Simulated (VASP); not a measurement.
Wanted: the native input for a VASP 6.6.1 run.

- Task: electric field gradients
- Functional: LDA
- Potentials or basis: VASP PAW LDA potentials, release 64 (C)
- Cutoff: 520 eV
- k mesh: 16 × 16 × 16
- Occupations: fermi-dirac, width 0.03 eV
- Spin: no spin polarisation
- Dipole correction: no
- Further INCAR settings: ALGO = Normal; EDIFF = 1e-08; NBANDS = 11

The structure of C lies in POSCAR:

```
C
1.0
    0.0000000000      1.7774354070      1.7774354070
    1.7774354070      0.0000000000      1.7774354070
    1.7774354070      1.7774354070      0.0000000000
C
2
Direct
    0.5000000000      0.5000000000      0.5000000000
    0.7500000000      0.7500000000      0.7500000000
```

This cell differs from its parent crystal: volume scaled by 0.99.

The input as run:

INCAR

```
PREC     = Accurate       # precision mode
ENCUT    = 520            # plane-wave cutoff, eV
EDIFF    = 1E-8           # SCF threshold, eV
ISMEAR   = -1             # smearing method
SIGMA    = 0.03           # smearing width, eV
LREAL    = False          # projectors in reciprocal space
LASPH    = True           # aspherical terms in the spheres
NELM     = 80             # most SCF steps
ALGO     = Normal         # electronic algorithm
ISIF     = 2              # what is computed and relaxed
LWAVE    = False          # write WAVECAR
LCHARG   = False          # write CHGCAR
LEFG     = True         
NBANDS   = 11             # bands
```

KPOINTS

```
Automatic mesh
0
Gamma
  16 16 16
```

Potentials or basis: VASP PAW LDA potentials, release 64 (C).

Run with:

```bash
$ cat potpaw_LDA.64/C/POTCAR > POTCAR
$ mpirun -np 1 vasp_std > vasp.out
```

It gave:

| Item | Value |
| --- | --- |
| Pressure | -7.3 GPa |
| Band gap on the k mesh | 4.12 eV, indirect (least direct gap 5.57 eV) |

Caveat: without QUAD_EFG the Cq values of the log hold for a quadrupole moment of 1 mb, not for the nuclei.

Run time: 12 s on 1 thread of Intel Xeon 6975P-C, on a shared host, peak memory 0.12 GiB.
